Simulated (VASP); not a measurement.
Write the native input for VASP 6.6.1 that does the following.

| Property | Result |
| --- | --- |
| Task | single point |
| Functional | PBE |
| Potentials or basis | VASP PAW PBE potentials, release 64 (Sc_sv) |
| Cutoff | 520 eV |
| k mesh | 10 × 10 × 6 |
| Occupations | gaussian, width 0.1 eV |
| Spin | no spin polarisation |
| Dipole correction | no |
| Further INCAR settings | ALGO = Normal; EDIFF = 1e-07; NBANDS = 18 |

The structure of Sc lies in POSCAR:

```
Sc
1.0
    3.3949862445      0.0000000000      0.0000000000
   -1.6974931223      2.9401442706      0.0000000000
    0.0000000000      0.0000000000      5.4103296958
Sc
2
Direct
    0.3333333333      0.6666666667      0.2500000000
    0.6666666667      0.3333333333      0.7500000000
```

One way to write it, as run:

INCAR

```
  PREC = Accurate
  ENCUT = 520
  EDIFF = 1E-7
  ISMEAR = 0
  SIGMA = 0.1
  LREAL = False
  LASPH = True
  NELM = 100
  ALGO = Normal
  ISIF = 2
  LWAVE = False
  LCHARG = False
  GGA = PE
  NBANDS = 18
```

KPOINTS

```
regular mesh
0
Gamma
  10 10 6
```

Potentials or basis: VASP PAW PBE potentials, release 64 (Sc_sv).

Command:

```sh
$ cat potpaw_PBE.64/Sc_sv/POTCAR > POTCAR
$ mpirun -np 1 vasp_std > vasp.out
```

It gave:

| Item | Value |
| --- | --- |
| Pressure | -4.2 GPa |
| Band gap on the k mesh | zero (band 11 reaches 4.00 eV, above the bottom of band 12 at 2.77 eV) |

It took 49 s on 1 thread of Intel(R) Xeon(R) Platinum 8259CL CPU @ 2.50GHz (Skylake/Cascade Lake), on a shared host, peak memory 0.2 GiB.
